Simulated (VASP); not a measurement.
# PrHRh3: single point with PBE

PrHRh3:

```
Pr H Rh
1.0
     3.04385    1.75737    2.50091
    -3.04385    1.75737    2.50091
     0.00000   -3.51474    2.50091
Pr H Rh
1 1 3
Direct
  0.98119 0.98119 0.98119
  0.61999 0.61999 0.61999
  0.47717 0.99814 0.47717
  0.47717 0.47717 0.99814
  0.99814 0.47717 0.47717
```

This cell differs from its parent crystal: volume scaled by 1.10, then relaxed in part.

```yaml
Program: VASP 6.6.1
Task: single point
Functional: PBE
Potentials_or_basis: VASP PAW PBE potentials, release 64 (Pr, H, Rh_pv)
Cutoff: 520 eV
k_mesh: 6 × 6 × 6
Occupations: gaussian, width 0.1 eV
Spin: no spin polarisation
```

The pressure is -16.9 GPa and the largest force is 0.221 eV/Å.

Forces in eV/Å, atoms in the order of the input:
```
Pr   0.000  0.000  0.221
H    0.000  0.000  0.087
Rh   0.053 -0.031 -0.103
Rh   0.000  0.061 -0.103
Rh  -0.053 -0.031 -0.103
```

Stress tensor (GPa, compression positive):
```
-16.54   0.00   0.00
  0.00 -16.54   0.00
  0.00   0.00 -17.49
```

Levels at points of the mesh, in eV from the Fermi level:
| k point | band 27 | band 28 | band 29 | band 30 | band 31 | band 32 |
| --- | --- | --- | --- | --- | --- | --- |
| (0.00, 0.00, 0.00) | -0.08 | -0.02 | -0.02 | 0.05 | 0.05 | 0.09 |
| (0.50, 0.00, 0.00) | -1.16 | -0.91 | -0.45 | 0.19 | 0.19 | 0.21 |
| (0.50, 0.50, 0.00) | -1.28 | -1.23 | -0.77 | -0.39 | 0.11 | 0.13 |
| (0.50, 0.50, 0.50) | 0.00 | 0.00 | 0.00 | 0.04 | 0.05 | 0.05 |

It took 58 s on 1 thread of Intel(R) Xeon(R) 6975P-C (Granite Rapids), on a shared host, peak memory 0.24 GiB.

Caveat: spin-orbit coupling is left out, which moves the levels of the heavy elements; without U or exact exchange the open f shell lies at the Fermi level, which spoils levels, moments and volumes. Spin polarisation is off, so any magnetic state and its effect on volume and gap are missing.
